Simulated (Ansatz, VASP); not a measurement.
**Two plane-wave programs on As**

INCAR

```
SYSTEM = As
  PREC = Accurate
  ENCUT = 600
  EDIFF = 1E-6
  ISMEAR = 0
  SIGMA = 0.1
  LREAL = .False.
  LASPH = .True.
  NELM = 80
  ALGO = Normal
  ISIF = 3
  LWAVE = .False.
  LCHARG = .False.
  GGA = PE
  IBRION = 2
  NSW = 100
  EDIFFG = -0.01
```

Contents of KPOINTS:

```
regular mesh
0
Gamma
  8 8 8
  0 0 0
```

POSCAR

```
As
1.0
   -3.7102748874      3.7102748874      3.7102748874
    3.7102748874     -3.7102748874      3.7102748874
    3.7102748874      3.7102748874     -3.7102748874
As
8
Direct
    0.1955801686      0.1955801686      0.1955801686
    0.5000000000      0.0000000000      0.3044198314
    0.3044198314      0.5000000000      0.0000000000
    0.0000000000      0.3044198314      0.5000000000
    0.8044198314      0.8044198314      0.8044198314
    0.5000000000      0.0000000000      0.6955801686
    0.6955801686      0.5000000000      0.0000000000
    0.0000000000      0.6955801686      0.5000000000
```

Input for Ansatz:

```yaml
crystal:
  lattice:
    - [-3.7102748874, 3.7102748874, 3.7102748874]
    - [3.7102748874, -3.7102748874, 3.7102748874]
    - [3.7102748874, 3.7102748874, -3.7102748874]
  atoms:
    - { symbol: As, position: [0.1955801686, 0.1955801686, 0.1955801686] }
    - { symbol: As, position: [0.5, 0.0, 0.3044198314] }
    - { symbol: As, position: [0.3044198314, 0.5, 0.0] }
    - { symbol: As, position: [0.0, 0.3044198314, 0.5] }
    - { symbol: As, position: [0.8044198314, 0.8044198314, 0.8044198314] }
    - { symbol: As, position: [0.5, 0.0, 0.6955801686] }
    - { symbol: As, position: [0.6955801686, 0.5, 0.0] }
    - { symbol: As, position: [0.0, 0.6955801686, 0.5] }
basis:
  ecutwfc: 420
kpoints:
  mp_grid: { grid: [8, 8, 8] }
hamiltonian:
  xc: pbe
scf:
  occupations: { method: gaussian, width: 0.1 }
output:
  forces: true
  stress: true
  eigenvalues: true
  write_density: true
  write_potential: true
  elf: true
  volumetric_format: npy
relax:
  adjacent_minimum: "off"
  f_tol: 0.01
  max_steps: 80
  cell: { stress_tol: 0.05 }
```

Alike in both runs: task relaxation of cell and atoms; functional PBE; k mesh 8 × 8 × 8; occupations gaussian, width 0.1 eV; no spin polarisation.

|  | VASP | Ansatz |
| --- | --- | --- |
| version | VASP 6.6.1 | Ansatz 0.2.0 |
| potentials or method | VASP PAW PBE potentials, release 64 (As), cutoff 600 eV | scalar-relativistic, plane waves, PAW |
| valence electrons in the cell | 40 | 120 |

Ansatz gave:

* gap on the k mesh at the Fermi level, each at its own relaxed structure (eV): none
* relaxed volume (Å³/atom): 25.80
* relaxed cell length with the largest relative difference (Å): 6.449

Task: Estimate VASP's values.

Result: gap on the k mesh at the Fermi level, each at its own relaxed structure (eV): none; relaxed volume (Å³/atom): 25.86; relaxed cell length with the largest relative difference (Å): 6.453.

A gap of «none» marks a metal or a gap that the smearing closes. VASP's potentials hold 40 valence electrons a cell and Ansatz's 120, so a difference there can come from the potentials and not from the codes.
